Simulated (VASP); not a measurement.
Ta2O5 (kk07), 7 atoms in the cell. The structure is monoclinic, space group C2 (No. 5). The conventional cell has a = 8.450 Å, b = 6.698 Å, c = 5.642 Å, α = 90.00°, β = 130.71°, γ = 90.00°. Within 2.4 Å of Ta (site symmetry 1) lie 5 O at 1.84 to 2.05 Å. O (site symmetry 2) has 2 Ta at 1.90 Å within 2.5 Å. O (site symmetry 1) has 2 Ta at 1.89 Å within 2.5 Å. O (site symmetry 1) has 2 Ta at 1.84 to 2.05 Å within 2.4 Å. 

* Program: VASP 6.6.1
* Task: single point
* Functional: LDA
* Potentials or basis: VASP PAW LDA potentials, release 64 (Ta_pv, O)
* Cutoff: 600 eV
* k mesh: 4 × 4 × 4
* Occupations: gaussian, width 0.1 eV
* Spin: no spin polarisation
* Dipole correction: no
* Further INCAR settings: ALGO = Normal; EDIFF = 1e-06; NBANDS = 35

Potentials or basis: VASP PAW LDA potentials, release 64 (Ta_pv, O).

Launch:

```console
$ cat potpaw_LDA.64/Ta_pv/POTCAR potpaw_LDA.64/O/POTCAR > POTCAR
$ mpirun -np 1 vasp_std > vasp.out
```

Hardware: 1 thread of AMD EPYC 7R13, on a shared host.

How long does it take, and how much memory?

It took 4.2 min on 1 thread of AMD EPYC 7R13 (shared host), peak memory 0.28 GiB. Counts: scf iterations 15, k points 24.
